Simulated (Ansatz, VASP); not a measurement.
# SrVO3 in VASP and in Ansatz

```
CELL_PARAMETERS angstrom
3.84090 0.00000 0.00000
0.00000 3.84090 0.00000
0.00000 0.00000 3.84090
ATOMIC_POSITIONS crystal
Sr 0.50000 0.50000 0.50000
V 0.00000 0.00000 0.00000
O 0.00000 0.00000 0.50000
O 0.00000 0.50000 0.00000
O 0.50000 0.00000 0.00000
```

Alike in both runs: task single point; functional PBE; k mesh 7 × 7 × 7; occupations gaussian, width 0.013 eV; collinear spin.

|  | VASP | Ansatz |
| --- | --- | --- |
| version | VASP 6.6.1 | Ansatz 0.2.0 |
| potentials or method | VASP PAW PBE potentials, release 64 (Sr_sv, V_sv, O) | Ansatz PAW |
| plane-wave cutoff (eV) | 520 | 420 |
| valence electrons in the cell | 41 | 41 |

VASP gave:

- gap on the k mesh at the Fermi level (eV): none
- pressure (GPa): 3.3
- net moment per atom (μB): 0.02
- size of the moment on the site where the two differ most (μB): 0.10

Estimate Ansatz's values.

gap on the k mesh at the Fermi level (eV): none; pressure (GPa): 2.4; net moment per atom (μB): 0.02; size of the moment on the site where the two differ most (μB): 0.08.

Site moments also hang on the region over which each program counts them. A gap of «none» marks a metal or a gap that the smearing closes.
